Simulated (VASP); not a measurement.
Here is a VASP 6.6.1 calculation.

Contents of INCAR:

```
PREC = Accurate
ENCUT = 520
EDIFF = 1E-7
ISMEAR = 0
SIGMA = 0.05
LREAL = False
LASPH = True
NELM = 80
ALGO = Normal
ISIF = 2
LWAVE = False
LCHARG = True
GGA = PE
LELF = True
LVHAR = True
NBANDS = 17
```

The input KPOINTS:

```
Automatic mesh
0
Gamma
  7 7 4
```

Contents of POSCAR:

```
Hf
1.0
    3.1967000000      0.0000000000      0.0000000000
   -1.5983500000      2.7684234083      0.0000000000
    0.0000000000      0.0000000000      5.0578000000
Hf
2
Direct
    0.6707990000      0.3463000000      0.7545060000
    0.3256540000      0.6728700000      0.2466750000
```

Potentials or basis: VASP PAW PBE potentials, release 64 (Hf_pv).

Command:

```console
$ cat potpaw_PBE.64/Hf_pv/POTCAR > POTCAR
$ mpirun -np 1 vasp_std > vasp.out
```

(1) Predict the largest force.

(2) What does it give for the band gap on the k mesh?

(3) Predict the pressure.

## Answers

(1) 0.136 eV/Å.

(2) zero (band 10 reaches 6.07 eV, above the bottom of band 11 at 4.64 eV).

(3) 0.6 GPa.

Caveat: spin-orbit coupling is left out, which moves the levels of the heavy elements.
